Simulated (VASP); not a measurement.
# MoS2 (P-3m1) in VASP: single point with PBEsol

Aim: the single point of MoS2 with PBEsol.

All numbers are computed with VASP 6.6.1; they aren't measurements. Logs are shortened: lines on timing, memory, paths and dates and some standing lists are left out, and cuts for length are marked.

## 1. The cell of the first run

Symmetry: P-3m1, No. 164, trigonal system. Conventional cell: a = 3.227 Å, b = 3.227 Å, c = 6.312 Å, α = 90.00°, β = 90.00°, γ = 120.00°. Mo (site symmetry -3m) has 6 S at 2.42 Å within 3.2 Å. S (site symmetry 3m) has 3 Mo at 2.42 Å within 3.2 Å.

## 2. Single point, PBEsol

INCAR

```
SYSTEM = MoS2
ALGO     = Normal         ! electronic algorithm
EDIFF    = 1E-6           ! SCF threshold, eV
ENCUT    = 520            ! plane-wave cutoff, eV
GGA      = PS             ! functional
ISIF     = 2              ! what is computed and relaxed
ISMEAR   = 1              ! smearing method
LASPH    = .True.         ! aspherical terms in the spheres
LCHARG   = .False.        ! write CHGCAR
LREAL    = .False.        ! projectors in reciprocal space
LWAVE    = .False.        ! write WAVECAR
NBANDS   = 20             ! bands
NELM     = 80             ! most SCF steps
PREC     = Accurate       ! precision mode
SIGMA    = 0.1            ! smearing width, eV
```

KPOINTS

```
k-points
0
Gamma
  11 11 5
  0 0 0
```

POSCAR

```
MoS2
1.0
    3.2274600000      0.0000000000      0.0000000000
   -1.6137300000      2.7950700000      0.0000000000
    0.0000000000      0.0000000000      6.3124700000
Mo S
1 2
Direct
    0.0000000000      0.0000000000      0.5000000000
    0.3333333333      0.6666666667      0.2553200000
    0.6666666667      0.3333333333      0.7446800000
```

Potentials or basis: VASP PAW PBE potentials, release 64 (Mo_sv, S).

On the command line:

```
$ cat potpaw_PBE.64/Mo_sv/POTCAR potpaw_PBE.64/S/POTCAR > POTCAR
$ mpirun -np 1 vasp_std > vasp.out
```

OUTCAR:

```text
SYSTEM = MoS2
   EDIFF = 1E-6
   ENCUT = 520
   GGA = PS
   ISIF = 2
   ISMEAR = 1
   LASPH = .True.
   LREAL = .False.
   NELM = 80
   PREC = Accurate

 ion  position               nearest neighbor table
   1  0.000  0.000  0.500-   2 2.42   3 2.42   3 2.42   2 2.42   3 2.42   2 2.42
   2  0.333  0.667  0.255-   1 2.42   1 2.42   1 2.42
   3  0.667  0.333  0.745-   1 2.42   1 2.42   1 2.42

  LATTYP: Found a hexagonal cell.
 ALAT       =     3.2274600000
 C/A-ratio  =     1.9558631246

  Lattice vectors:

 A1 = (   3.2274600000,   0.0000000000,   0.0000000000)
 A2 = (  -1.6137300000,   2.7950700000,   0.0000000000)
 A3 = (   0.0000000000,   0.0000000000,   6.3124700000)

Analysis of symmetry for initial positions (statically):
=====================================================================
 Subroutine PRICEL returns:
 Original cell was already a primitive cell.

 Routine SETGRP: Setting up the symmetry group for a
 hexagonal supercell.

 Subroutine GETGRP returns: Found 12 space group operations
 (whereof 12 operations were pure point group operations)
 out of a pool of 24 trial point group operations.

The static configuration has the point symmetry D_3d.

Analysis of symmetry for dynamics (positions and initial velocities):
=====================================================================
 Subroutine PRICEL returns:
 Original cell was already a primitive cell.

 Routine SETGRP: Setting up the symmetry group for a
 hexagonal supercell.

 Subroutine GETGRP returns: Found 12 space group operations
 (whereof 12 operations were pure point group operations)
 out of a pool of 24 trial point group operations.

The dynamic configuration has the point symmetry D_3d.

 Subroutine INISYM returns: Found 12 space group operations
 (whereof 12 operations are pure point group operations),
 and found     1 'primitive' translations

----------------------------------------------------------------------------------------

                                     Primitive cell

  volume of cell :      56.9446

  direct lattice vectors                    reciprocal lattice vectors
     3.227460000  0.000000000  0.000000000     0.309841175  0.178886396  0.000000000
    -1.613730000  2.795070000  0.000000000     0.000000000  0.357772793  0.000000000
     0.000000000  0.000000000  6.312470000     0.000000000  0.000000000  0.158416594

  length of vectors
[... 77 lines left out ...]
   ICHARG =      2    charge: 1-file 2-atom 10-const
   ISPIN  =      1    spin polarized calculation?
   LNONCOLLINEAR =      F non collinear calculations
   LSORBIT =      F    spin-orbit coupling
   LASPH  =      T    aspherical Exc in radial PAW
   ENCUT  =  520.0 eV  38.22 Ry    6.18 a.u.   6.00  6.00 11.74*2*pi/ulx,y,z
   NELM   =     80;   NELMIN=  2; NELMDL= -5     # of ELM steps
   EDIFF  = 0.1E-05   stopping-criterion for ELM
   LREAL  =      F    real-space projection
   EDIFFG = 0.1E-04   stopping-criterion for IOM
   NSW    =      0    number of steps for IOM
   IBRION =     -1    ionic relax: 0-MD 1-quasi-New 2-CG
   NFREE  =      0    steps in history (QN), initial steepest desc. (CG)
   ISIF   =      2    stress and relaxation
   ISYM   =      2    0-nonsym 1-usesym 2-fastsym
   POTIM  = 0.5000    time-step for ionic-motion
   TEBEG  =    0.0;   TEEND  =   0.0 temperature during run
   PSTRESS=    0.0 pullay stress
   NELECT =      26.0000    total number of electrons
   NUPDOWN=      -1.0000    fix difference up-down
   EMIN   =  10.00;   EMAX   =-10.00  energy-range for DOS
   EFERMI =   0.00;   METHOD = LEGACY
   ISMEAR =     1;   SIGMA  =   0.10  broadening in eV -4-tet -1-fermi 0-gaus
   EFERMI_NEDOS =   21; number of points for ismear=-14 and -15
   IALGO  =     38    algorithm
   IMIX   =      4    mixing-type and parameters
     AMIX     =   0.40;   BMIX     =  1.00
     AMIX_MAG =   1.60;   BMIX_MAG =  1.00
  volume/ion in A,a.u.               =      18.98       128.09
  Fermi-wavevector in a.u.,A,eV,Ry     =   1.260613  2.382212 21.621619  1.589144
  Thomas-Fermi vector in A             =   2.394113
   LORBIT       =      0    0 simple, 1 ext, 2 COOP (PROOUT), +10 PAW based schemes
   GGA     = PS    functional components
   LHFCALC =     F    Hartree Fock is set to
   AEXX    =    0.0000 exact exchange contribution
   IVDW    =     0    specifies the selected vdW correction
   LEPSILON=     F    determine dielectric tensor
   LRPA    =     F    only Hartree local field effects (RPA)
 non-spin polarized calculation
 Methfessel and Paxton  Order N= 1 SIGMA  =   0.10
  energy-cutoff  :      520.00
  volume of cell :       56.94
 maximum number of plane-waves:      1557
   NGX = 13   NGY = 13   NGZ = 23

 number of electron      26.0000002 magnetization

 Free energy of the ion-electron system (eV)
  ---------------------------------------------------
  ext. energy  EPLUGINS =         0.00000000
  ---------------------------------------------------
  free energy    TOTEN  =       -22.56235456 eV

  energy without entropy =      -22.56190440  energy(sigma->0) =      -22.56220451

 E-fermi :   6.9040     XC(G=0): -10.6254

 val. band max:        6.8575835517   @ k =   0.1818   0.1818   0.4000
 cond. band min:       6.9214538210   @ k =   0.0909  -0.0000   0.2000
 fundamental gap:      0.0638702693
 Fermi energy:         6.9040488961

 k-point     1 :       0.0000    0.0000    0.0000
  band No.  band energies     occupation
      1     -54.8552      2.00000
      2     -28.9207      2.00000
      3     -28.8873      2.00000
      4     -28.8872      2.00000
      5      -7.9882      2.00000
      6      -6.5252      2.00000
[... 541 lines left out ...]
     19      13.2557      0.00000
     20      15.9114      0.00000

 [... further k-points ...]
[... 5 lines left out ...]
  --------------------------------------------------------------------------------------
  -------------------------------------------------------------------------------------
  Total       -1.6530147     -1.6530237     -0.3104439      0.0000000      0.0000000      0.0000000
  in kB      -46.5087218    -46.5089764     -8.7345550      0.0000000      0.0000000      0.0000000
  external PRESSURE =     -33.9174177 kB  Pullay stress =       0.0000000 kB

 VOLUME and BASIS-vectors are now :
 -----------------------------------------------------------------------------
  energy-cutoff  :      520.00
  volume of cell :       56.94
      direct lattice vectors                 reciprocal lattice vectors
     3.227460000  0.000000000  0.000000000     0.309841175  0.178886396  0.000000000
    -1.613730000  2.795070000  0.000000000     0.000000000  0.357772793  0.000000000
     0.000000000  0.000000000  6.312470000     0.000000000  0.000000000  0.158416594

 POSITION                                       TOTAL-FORCE (eV/Angst)
 -----------------------------------------------------------------------------------
      0.00000      0.00000      3.15624        -0.000000     -0.000000      0.000000
     -0.00000      1.86338      1.61170        -0.000000     -0.000000     -0.028012
      1.61373      0.93169      4.70077         0.000000      0.000000      0.028012
 -----------------------------------------------------------------------------------
    total drift:                                0.000000      0.000000      0.000000

  FREE ENERGIE OF THE ION-ELECTRON SYSTEM (eV)
  ---------------------------------------------------
  free  energy   TOTEN  =       -22.5623545641 eV

  energy  without entropy=      -22.5619043992  energy(sigma->0) =      -22.56220451
```

OSZICAR:

```text
N       E                     dE             d eps       ncg     rms          rms(c)
DAV:   1     0.194887115681E+03    0.19489E+03   -0.14866E+04  2880   0.122E+03
DAV:   2    -0.162612633325E+02   -0.21115E+03   -0.20602E+03  3328   0.315E+02
DAV:   3    -0.241204200777E+02   -0.78592E+01   -0.77793E+01  3420   0.579E+01
DAV:   4    -0.242158351590E+02   -0.95415E-01   -0.95322E-01  3344   0.668E+00
DAV:   5    -0.242171958710E+02   -0.13607E-02   -0.13606E-02  3388   0.791E-01    0.234E+01
DAV:   6    -0.231341137738E+02    0.10831E+01   -0.14679E+01  2828   0.211E+01    0.915E+00
DAV:   7    -0.227379023847E+02    0.39621E+00   -0.66297E+00  2808   0.132E+01    0.600E+00
DAV:   8    -0.225630356942E+02    0.17487E+00   -0.88882E-01  2988   0.520E+00    0.173E+00
DAV:   9    -0.225639029255E+02   -0.86723E-03   -0.28808E-02  3224   0.103E+00    0.602E-01
DAV:  10    -0.225625766188E+02    0.13263E-02   -0.16026E-02  2980   0.775E-01    0.182E-01
DAV:  11    -0.225624132642E+02    0.16335E-03   -0.77928E-04  3144   0.181E-01    0.727E-02
DAV:  12    -0.225623425552E+02    0.70709E-04   -0.23024E-04  3080   0.894E-02    0.523E-02
DAV:  13    -0.225623553294E+02   -0.12774E-04   -0.69931E-05  2952   0.471E-02    0.185E-02
DAV:  14    -0.225623545641E+02    0.76529E-06   -0.59098E-06  3260   0.134E-02
   1 F= -.22562355E+02 E0= -.22562205E+02  d E =-.450165E-03
```

Run time: 96 s. Hardware: 1 thread of AMD EPYC 7R43 (Zen 3), shared host; peak memory 0.17 GiB.

Results:

```
Free energy            : -22.5624 eV
Pressure               : -3.4 GPa
Largest force          : 0.028 eV/Å
Band gap on the k mesh : zero (band 13 reaches 7.16 eV, above the bottom of band 14 at 6.47 eV)
```

Forces on the atoms (eV/Å):
```
Mo   0.000  0.000  0.000
S    0.000  0.000 -0.028
S    0.000  0.000  0.028
```

Stress tensor (GPa, compression positive):
```
-4.65  0.00  0.00
 0.00 -4.65  0.00
 0.00  0.00 -0.87
```

Levels at points of the mesh, in eV from the Fermi level:
| k point | band 11 | band 12 | band 13 | band 14 | band 15 | band 16 |
| --- | --- | --- | --- | --- | --- | --- |
| (0.00, 0.00, 0.00) | -1.16 | -1.03 | -1.03 | -0.37 | -0.37 | 3.14 |

Caveat: the PAW data sets were made with another functional, which shifts forces and pressure a little; this functional lacks dispersion, which binds the layers, so the pressure and a relaxed spacing across them are unreliable.
